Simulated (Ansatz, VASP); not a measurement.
As in VASP and in Ansatz

File INCAR:

```
SYSTEM = As
  PREC = Accurate
  ENCUT = 400
  EDIFF = 1E-6
  ISMEAR = 0
  SIGMA = 0.05
  LREAL = .False.
  LASPH = .True.
  NELM = 120
  ALGO = Normal
  ISIF = 2
  LWAVE = .False.
  LCHARG = .False.
  LDIPOL = .True.
  IDIPOL = 3
  DIPOL = 0.5 0.5 0.371
  GGA = PE
  IVDW = 12
  NBANDS = 38
  GGA_COMPAT = .False.
  NELMDL = -8
```

File KPOINTS:

```
regular mesh
0
Gamma
  9 9 1
  0 0 0
```

POSCAR

```
As
1.0
    3.5716243461      0.0000000000      0.0000000000
   -1.7858121731      3.0931174165      0.0000000000
    0.0000000000      0.0000000000     20.2951239530
As
4
Direct
    0.3333333333      0.6666666667      0.2217281358
    0.6666666667      0.3333333333      0.2905900940
    1.0000000000      0.5000000000      0.4517125393
    1.3333333333      0.1666666667      0.5205744975
```

Input for Ansatz:

```yaml
crystal:
  lattice:
    - [3.5716242768, 0.0, 0.0]
    - [-1.7858121384, 3.0931173565, 0.0]
    - [0.0, 0.0, 20.295123926]
  atoms:
    - { symbol: As, position: [0.3333333333, 0.6666666667, 0.2217281361] }
    - { symbol: As, position: [0.6666666667, 0.3333333333, 0.2905900937] }
    - { symbol: As, position: [1.0, 0.5, 0.4517125392] }
    - { symbol: As, position: [1.3333333333, 0.1666666667, 0.5205744968] }
basis:
  ecutwfc: 420
kpoints:
  mp_grid: { grid: [9, 9, 1] }
hamiltonian:
  xc: pbe
  dispersion: d3bj
scf:
  occupations: { method: gaussian, width: 0.05 }
output:
  forces: true
  eigenvalues: true
efield:
  axis: 3
  dipole_correction: true
  ramp_width: 0.04
```

Alike in both runs: task single point; functional PBE; dispersion D3(BJ); k mesh 9 × 9 × 1; occupations gaussian, width 0.05 eV; no spin polarisation.

|  | VASP | Ansatz |
| --- | --- | --- |
| version | VASP 6.6.1 | Ansatz 0.2.0 |
| potentials or method | VASP PAW PBE potentials, release 64 (As_d), cutoff 400 eV | scalar-relativistic, plane waves, PAW |
| valence electrons in the cell | 60 | 60 |

VASP gave:

```
gap on the k mesh at the Fermi level (eV) : 0.89
least direct gap on the mesh (eV)         : 1.48
rms of the force components (eV/Å)        : 0.041
```

Question: Which values does Ansatz return?

Answer: gap on the k mesh at the Fermi level (eV): 0.90; least direct gap on the mesh (eV): 1.50; rms of the force components (eV/Å): 0.043.

Atom by atom the forces differ by 0.014 eV/Å (rms over components).
